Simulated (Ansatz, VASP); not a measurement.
**Two plane-wave programs on SnTe**

POSCAR

```
SnTe
1.0
    0.0000000000      3.6111460000      3.6111460000
    3.6111460000      0.0000000000      3.6111460000
    3.6111460000      3.6111460000      0.0000000000
Te Sn
1 1
Direct
    0.2500000000      0.2500000000      0.2500000000
    0.0000000000      0.0000000000      0.0000000000
```

INCAR.step1

```
ALGO = Normal
EDIFF = 1E-5
ENCUT = 520
GGA = PE
GGA_COMPAT = False
ISIF = 2
ISMEAR = -1
LASPH = True
LORBIT = 11
LORBMOM = True
LREAL = False
LSORBIT = True
LWAVE = True
MAGMOM = 0 0 0 0 0 0
NBANDS = 32
NELM = 150
PREC = Accurate
SIGMA = 0.05
```

INCAR.step2

```
AEXX = 0.25
ALGO = Normal
EDIFF = 1E-7
ENCUT = 520
GGA = PE
GGA_COMPAT = False
ISIF = 2
ISMEAR = -1
ISTART = 1
LASPH = True
LCHARG = True
LHFCALC = True
LORBIT = 11
LORBMOM = True
LREAL = False
LSORBIT = True
LVHAR = True
LWAVE = False
MAGMOM = 0 0 0 0 0 0
NBANDS = 32
NELM = 150
PREC = Accurate
PRECFOCK = Normal
SIGMA = 0.05
```

The input KPOINTS:

```
k-points
0
Gamma
  3 3 3
```

input

```
crystal:
  lattice:
    - [0.0, 3.611146, 3.611146]
    - [3.611146, 0.0, 3.611146]
    - [3.611146, 3.611146, 0.0]
  atoms:
    - { symbol: Te, position: [0.25, 0.25, 0.25] }
    - { symbol: Sn, position: [0.0, 0.0, 0.0] }
hamiltonian:
  xc: pbe0
  pseudopotentials: { kind: paw_fr }
magnetization:
  noncollinear: true
  spin_orbit: true
kpoints:
  mp_grid: { grid: [3, 3, 3] }
scf:
  occupations: { method: fermi_dirac, width: 0.05 }
output:
  forces: true
  stress: true
  eigenvalues: true
```

Alike in both runs: task single point; functional PBE0; k mesh 3 × 3 × 3; occupations fermi-dirac, width 0.05 eV; non-collinear spin, spin-orbit coupling.

```csv
,VASP,Ansatz
version,VASP 6.6.1,Ansatz 0.2.0
potentials or method,"VASP PAW PBE potentials, release 64 (Te, Sn_d)",Ansatz PAW
plane-wave cutoff (eV),520,420
valence electrons in the cell,20,30
```

VASP gave:

```
pressure (GPa)           : -1.6
net moment per atom (μB) : 0.00
```

Question: What did Ansatz give for the same quantities?

Answer: Pressure (GPa): -1.4; net moment per atom (μB): 0.00.

With one functional, cell and mesh, what is left measures potentials, basis and numerics. VASP's potentials hold 20 valence electrons a cell and Ansatz's 30, so a difference there can come from the potentials and not from the codes.

The k mesh is coarse, so the values compare programs but aren't converged. Noted on Ansatz's run: odd divisions of the mesh miss points on the zone boundary, where band edges often lie, so the gap on the mesh can be too wide.
